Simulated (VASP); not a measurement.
# Ge in VASP: notebook

The runs below take Ge through single point, with PBE+D3(BJ).

Everything below comes from runs of VASP 6.6.1. Logs are shortened: lines on timing, memory, paths and dates and some standing lists are left out, and cuts for length are marked.

## 1. The cell of the first run

The cell holds a slab with vacuum, 2 atoms: a = 4.095 Å, b = 4.095 Å, c = 28.000 Å, α = 90.00°, β = 90.00°, γ = 120.00°.

## 2. Single point, PBE+D3(BJ)

The input, INCAR:

```
ALGO = Normal
DIPOL = 0.5 0.5 0.500
EDIFF = 1E-7
ENCUT = 520
GGA = PE
IDIPOL = 3
ISIF = 2
ISMEAR = 0
IVDW = 12
LASPH = T
LCHARG = T
LDIPOL = T
LELF = T
LREAL = F
LVACPOTAV = T
LVHAR = T
LWAVE = F
NBANDS = 21
NELM = 100
PREC = Accurate
SIGMA = 0.1
```

The input, KPOINTS:

```
k-points
0
Gamma
  12 12 1
```

The input, POSCAR:

```
Ge
1.0
    4.0950000000      0.0000000000      0.0000000000
   -2.0475000000      3.5463740285      0.0000000000
    0.0000000000      0.0000000000     28.0000000000
Ge
2
Direct
    0.3333333333      0.6666666667      0.5183214286
    0.6666666667      0.3333333333      0.4816785714
```

Potentials or basis: VASP PAW PBE potentials, release 64 (Ge_d).

Started as:

```
$ cat potpaw_PBE.64/Ge_d/POTCAR > POTCAR
$ mpirun -np 1 vasp_std > vasp.out
```

OUTCAR:

```text
EDIFF = 1E-7
   ENCUT = 520
   GGA = PE
   ISIF = 2
   ISMEAR = 0
   IVDW = 12
   LASPH = T
   LREAL = F
   NELM = 100
   PREC = Accurate
 IVDW          = 12

 ion  position               nearest neighbor table
   1  0.333  0.667  0.518-   2 2.58   2 2.58   2 2.58
   2  0.667  0.333  0.482-   1 2.58   1 2.58   1 2.58

  LATTYP: Found a hexagonal cell.
 ALAT       =     4.0950000000
 C/A-ratio  =     6.8376068376

  Lattice vectors:

 A1 = (   4.0950000000,   0.0000000000,   0.0000000000)
 A2 = (  -2.0475000000,   3.5463740285,   0.0000000000)
 A3 = (   0.0000000000,   0.0000000000,  28.0000000000)

Analysis of symmetry for initial positions (statically):
=====================================================================
 Subroutine PRICEL returns:
 Original cell was already a primitive cell.

 Routine SETGRP: Setting up the symmetry group for a
 hexagonal supercell.

 Subroutine GETGRP returns: Found 12 space group operations
 (whereof 12 operations were pure point group operations)
 out of a pool of 24 trial point group operations.

The static configuration has the point symmetry D_3d.

Analysis of symmetry for dynamics (positions and initial velocities):
=====================================================================
 Subroutine PRICEL returns:
 Original cell was already a primitive cell.

 Routine SETGRP: Setting up the symmetry group for a
 hexagonal supercell.

 Subroutine GETGRP returns: Found 12 space group operations
 (whereof 12 operations were pure point group operations)
 out of a pool of 24 trial point group operations.

The dynamic configuration has the point symmetry D_3d.

 Subroutine INISYM returns: Found 12 space group operations
 (whereof 12 operations are pure point group operations),
 and found     1 'primitive' translations

----------------------------------------------------------------------------------------

                                     Primitive cell

  volume of cell :     406.6272

  direct lattice vectors                    reciprocal lattice vectors
     4.095000000  0.000000000  0.000000000     0.244200244  0.140989077  0.000000000
    -2.047500000  3.546374028  0.000000000     0.000000000  0.281978153  0.000000000
     0.000000000  0.000000000 28.000000000     0.000000000  0.000000000  0.035714286

  length of vectors
     4.095000000  4.095000000 28.000000000     0.281978153  0.281978153  0.035714286

  position of ions in fractional coordinates (direct lattice)
     0.333333333  0.666666667  0.518321429
     0.666666667  0.333333333  0.481678571

  ion indices of the primitive-cell ions
   primitive index   ion index
                 1           1
                 2           2

----------------------------------------------------------------------------------------

 KPOINTS: k-points

Automatic generation of k-mesh.
 Grid dimensions read from file:
 generate k-points for:   12   12    1

 Generating k-lattice:

  Cartesian coordinates                     Fractional coordinates (reciprocal lattice)
     0.020350020  0.011749090  0.000000000     0.083333333  0.000000000  0.000000000
     0.000000000  0.023498179  0.000000000     0.000000000  0.083333333  0.000000000
     0.000000000  0.000000000  0.035714286     0.000000000  0.000000000  1.000000000

  Length of vectors
     0.023498179  0.023498179  0.035714286

  Shift w.r.t. Gamma in fractional coordinates (k-lattice)
     0.000000000  0.000000000  0.000000000

 Subroutine IBZKPT returns following result:
 ===========================================

 Found     19 irreducible k-points:

 Following reciprocal coordinates:
            Coordinates               Weight
  0.000000  0.000000  0.000000      1.000000
  0.083333 -0.000000  0.000000      6.000000
  0.166667  0.000000  0.000000      6.000000
  0.250000  0.000000  0.000000      6.000000
  0.333333 -0.000000  0.000000      6.000000
  0.416667 -0.000000  0.000000      6.000000
[... 11 lines left out ...]
  0.333333  0.250000  0.000000     12.000000
  0.333333  0.333333  0.000000      2.000000
   k-points           NKPTS =     19   k-points in BZ     NKDIM =     19   number of bands    NBANDS=     21
   number of dos      NEDOS =    301   number of ions     NIONS =      2
   total plane-waves  NPLWV = 189000
   dimension x,y,z NGX =    30 NGY =   30 NGZ =  210
   dimension x,y,z NGXF=    60 NGYF=   60 NGZF=  420
   ions per type =               2
   NGX,Y,Z   is equivalent  to a cutoff of  12.18, 12.18, 12.47 a.u.
   NGXF,Y,Z  is equivalent  to a cutoff of  24.36, 24.36, 24.94 a.u.
 SYSTEM =  unknown system
   PREC   = accura    normal or accurate (medium, high low for compatibility)
   ISTART =      0    job   : 0-new  1-cont  2-samecut
   ICHARG =      2    charge: 1-file 2-atom 10-const
   ISPIN  =      1    spin polarized calculation?
   LNONCOLLINEAR =      F non collinear calculations
   LSORBIT =      F    spin-orbit coupling
   LASPH  =      T    aspherical Exc in radial PAW
   ENCUT  =  520.0 eV  38.22 Ry    6.18 a.u.   7.61  7.61 52.06*2*pi/ulx,y,z
   NELM   =    100;   NELMIN=  2; NELMDL= -5     # of ELM steps
   EDIFF  = 0.1E-06   stopping-criterion for ELM
   LREAL  =      F    real-space projection
   EDIFFG = 0.1E-05   stopping-criterion for IOM
   NSW    =      0    number of steps for IOM
   IBRION =     -1    ionic relax: 0-MD 1-quasi-New 2-CG
   NFREE  =      0    steps in history (QN), initial steepest desc. (CG)
   ISIF   =      2    stress and relaxation
   ISYM   =      2    0-nonsym 1-usesym 2-fastsym
   POTIM  = 0.5000    time-step for ionic-motion
   TEBEG  =    0.0;   TEEND  =   0.0 temperature during run
   PSTRESS=    0.0 pullay stress
   NELECT =      28.0000    total number of electrons
   NUPDOWN=      -1.0000    fix difference up-down
   EMIN   =  10.00;   EMAX   =-10.00  energy-range for DOS
   EFERMI =   0.00;   METHOD = LEGACY
   ISMEAR =     0;   SIGMA  =   0.10  broadening in eV -4-tet -1-fermi 0-gaus
   EFERMI_NEDOS =   21; number of points for ismear=-14 and -15
   IALGO  =     38    algorithm
   IMIX   =      4    mixing-type and parameters
     AMIX     =   0.40;   BMIX     =  1.00
     AMIX_MAG =   1.60;   BMIX_MAG =  1.00
  volume/ion in A,a.u.               =     203.31      1372.03
  Fermi-wavevector in a.u.,A,eV,Ry     =   0.671010  1.268024  6.126075  0.450254
  Thomas-Fermi vector in A             =   1.746700
   LORBIT       =      0    0 simple, 1 ext, 2 COOP (PROOUT), +10 PAW based schemes
   GGA     = PE    functional components
   LHFCALC =     F    Hartree Fock is set to
   AEXX    =    0.0000 exact exchange contribution
   IVDW    =    12    specifies the selected vdW correction
   LEPSILON=     F    determine dielectric tensor
   LRPA    =     F    only Hartree local field effects (RPA)
 non-spin polarized calculation
 Gauss-broadening in eV      SIGMA  =   0.10
  energy-cutoff  :      520.00
  volume of cell :      406.63
 maximum number of plane-waves:     11031
   NGX = 15   NGY = 15   NGZ =105

 dipolmoment           0.000000      0.000000      0.000000 electrons x Angstroem

 number of electron      27.9999975 magnetization

 dipolmoment           0.000000      0.000000     -0.000000 electrons x Angstroem

 Free energy of the ion-electron system (eV)
  ---------------------------------------------------
  ext. energy  EPLUGINS =         0.00000000
  ---------------------------------------------------
  free energy    TOTEN  =        -7.80124668 eV

  energy without entropy =       -7.79416219  energy(sigma->0) =       -7.79770443

 E-fermi :  -3.2435     XC(G=0):  -1.6653

 val. band max:       -3.5398337126   @ k =   0.0833   0.0833   0.0000
 cond. band min:      -3.2166557945   @ k =   0.0833  -0.0000   0.0000
 fundamental gap:      0.3231779181
 Fermi energy:        -3.2435320611

 k-point     1 :       0.0000    0.0000    0.0000
  band No.  band energies     occupation
      1     -27.6444      2.00000
      2     -27.6444      2.00000
      3     -27.6050      2.00000
      4     -27.5847      2.00000
      5     -27.5847      2.00000
      6     -27.5784      2.00000
[... 13 lines left out ...]
     20       0.9407      0.00000
     21       1.2563      0.00000

 k-point     2 :       0.0833   -0.0000    0.0000
  band No.  band energies     occupation
      1     -27.6456      2.00000
      2     -27.6441      2.00000
      3     -27.6007      2.00000
      4     -27.5913      2.00000
      5     -27.5831      2.00000
      6     -27.5714      2.00000
[... 13 lines left out ...]
     20       1.0345      0.00000
     21       1.3485      0.00000

 k-point     3 :       0.1667    0.0000    0.0000
  band No.  band energies     occupation
      1     -27.6474      2.00000
      2     -27.6432      2.00000
      3     -27.6005      2.00000
      4     -27.5890      2.00000
      5     -27.5787      2.00000
      6     -27.5618      2.00000
[... 13 lines left out ...]
     20       1.4190      0.00000
     21       1.6103      0.00000

 k-point     4 :       0.2500    0.0000    0.0000
  band No.  band energies     occupation
      1     -27.6475      2.00000
      2     -27.6419      2.00000
      3     -27.6085      2.00000
      4     -27.5749      2.00000
      5     -27.5721      2.00000
      6     -27.5523      2.00000
[... 13 lines left out ...]
     20       1.9918      0.00000
     21       2.1479      0.00000

 k-point     5 :       0.3333   -0.0000    0.0000
  band No.  band energies     occupation
      1     -27.6455      2.00000
      2     -27.6403      2.00000
      3     -27.6159      2.00000
      4     -27.5645      2.00000
      5     -27.5601      2.00000
      6     -27.5433      2.00000
[... 13 lines left out ...]
     20       2.3545      0.00000
     21       2.6739      0.00000
[... 262 lines left out ...]
     20       3.9030      0.00000
     21       4.0036      0.00000

 k-point    17 :       0.2500    0.2500    0.0000
  band No.  band energies     occupation
      1     -27.6422      2.00000
      2     -27.6392      2.00000
      3     -27.6241      2.00000
      4     -27.5543      2.00000
      5     -27.5371      2.00000
      6     -27.5367      2.00000
[... 13 lines left out ...]
     20       2.9893      0.00000
     21       3.2883      0.00000

 k-point    18 :       0.3333    0.2500    0.0000
  band No.  band energies     occupation
      1     -27.6394      2.00000
      2     -27.6375      2.00000
      3     -27.6298      2.00000
      4     -27.5480      2.00000
      5     -27.5337      2.00000
      6     -27.5266      2.00000
[... 13 lines left out ...]
     20       3.7783      0.00000
     21       3.9722      0.00000

 k-point    19 :       0.3333    0.3333    0.0000
  band No.  band energies     occupation
      1     -27.6377      2.00000
      2     -27.6349      2.00000
      3     -27.6349      2.00000
      4     -27.5454      2.00000
      5     -27.5325      2.00000
      6     -27.5213      2.00000
[... 13 lines left out ...]
     20       3.7824      0.00000
     21       3.7824      0.00000

------------------------ aborting loop because EDIFF is reached ----------------------------------------

 vacuum level on the upper side and lower side of the slab       (xc-potential included)        -0.110        -0.110

 Edisp (eV)   -0.29972

 E8    (eV) :    -0.1433

  FORCE on cell =-STRESS in cart. coord.  units (eV):
  Direction    XX          YY          ZZ          XY          YZ          ZX
  --------------------------------------------------------------------------------------
  -------------------------------------------------------------------------------------
  Total      -1.70966    -1.70966    -1.42429     0.00000     0.00000    -0.00000
  in kB      -6.73635    -6.73635    -5.61192     0.00000     0.00000    -0.00000
  external pressure =       -6.36 kB  Pullay stress =        0.00 kB

 VOLUME and BASIS-vectors are now :
 -----------------------------------------------------------------------------
  energy-cutoff  :      520.00
  volume of cell :      406.63
      direct lattice vectors                 reciprocal lattice vectors
     4.095000000  0.000000000  0.000000000     0.244200244  0.140989077  0.000000000
    -2.047500000  3.546374028  0.000000000     0.000000000  0.281978153  0.000000000
     0.000000000  0.000000000 28.000000000     0.000000000  0.000000000  0.035714286

 POSITION                                       TOTAL-FORCE (eV/Angst)
 -----------------------------------------------------------------------------------
     -0.00000      2.36425     14.51300         0.000000      0.000000     -1.376786
      2.04750      1.18212     13.48700         0.000000     -0.000000      1.376786
 -----------------------------------------------------------------------------------
    total drift:                                0.000000      0.000000     -0.000000

  FREE ENERGIE OF THE ION-ELECTRON SYSTEM (eV)
  ---------------------------------------------------
  free  energy   TOTEN  =        -8.1009644057 eV

  energy  without entropy=       -8.0938799105  energy(sigma->0) =       -8.09742216

 vacuum level on the upper side and lower side of the slab         0.986         0.986
```

Wall time 7.9 min (1 thread of Intel Xeon 8259CL, shared host); peak memory 0.54 GiB.

Results:

- Free energy: -8.1010 eV
- Largest force: 1.377 eV/Å
- Band gap on the k mesh: zero (bands 14 and 15 overlap by 0.55 eV)
- Dispersion energy per atom: -0.150 eV
- Work function of the upper face: 4.23 eV
- Work function of the lower face: 4.23 eV

Forces on the atoms (eV/Å):
```
Ge   0.000  0.000 -1.377
Ge   0.000  0.000  1.377
```

## 3. Single point, PBE+D3(BJ)

This run uses another cell than the first one.

The input, INCAR:

```
SYSTEM = Ge
PREC = Accurate
ENCUT = 520
EDIFF = 1E-6
ISMEAR = 0
SIGMA = 0.1
LREAL = .False.
LASPH = .True.
NELM = 60
ALGO = Normal
ISIF = 2
LWAVE = .False.
LCHARG = .False.
LDIPOL = .True.
IDIPOL = 3
DIPOL = 0.5 0.5 0.500
GGA = PE
IVDW = 12
NBANDS = 21
```

The input, KPOINTS:

```
regular mesh
0
Gamma
  12 12 1
  0 0 0
```

The input, POSCAR:

```
Ge
1.0
    4.1590000000      0.0000000000      0.0000000000
   -2.0795000000      3.6017996543      0.0000000000
    0.0000000000      0.0000000000     28.0000000000
Ge
2
Direct
    0.3333333333      0.6666666667      0.5052321429
    0.6666666667      0.3333333333      0.4947678571
```

Potentials or basis: VASP PAW PBE potentials, release 64 (Ge_d).

Started as:

```
$ cat potpaw_PBE.64/Ge_d/POTCAR > POTCAR
$ mpirun -np 1 vasp_std > vasp.out
```

Run time: 6.3 min. Hardware: 1 thread of Intel Xeon 8259CL, shared host; peak memory 0.55 GiB.

The run converged. Its results:

```
Free energy                : -8.1931 eV
Largest force              : 0.535 eV/Å
Band gap on the k mesh     : zero (bands 14 and 15 overlap by 1.38 eV)
Dispersion energy per atom : -0.144 eV
```

Forces in eV/Å, atoms in the order of the input:
```
Ge   0.000  0.000  0.535
Ge   0.000  0.000 -0.535
```

Levels at points of the mesh, in eV from the Fermi level:
| k point | band 11 | band 12 | band 13 | band 14 | band 15 | band 16 | band 17 | band 18 |
| --- | --- | --- | --- | --- | --- | --- | --- | --- |
| (0.00, 0.00, 0.00) | -11.42 | -2.76 | -1.22 | -1.22 | -1.07 | 3.23 | 3.39 | 3.39 |
| (0.50, 0.00, 0.00) | -9.54 | -7.74 | -2.61 | -0.71 | 0.75 | 1.08 | 6.00 | 6.44 |

(Continued in part 2 of 2.)

The gap in the log of VASP goes by the Fermi energy; the results here count the filled bands.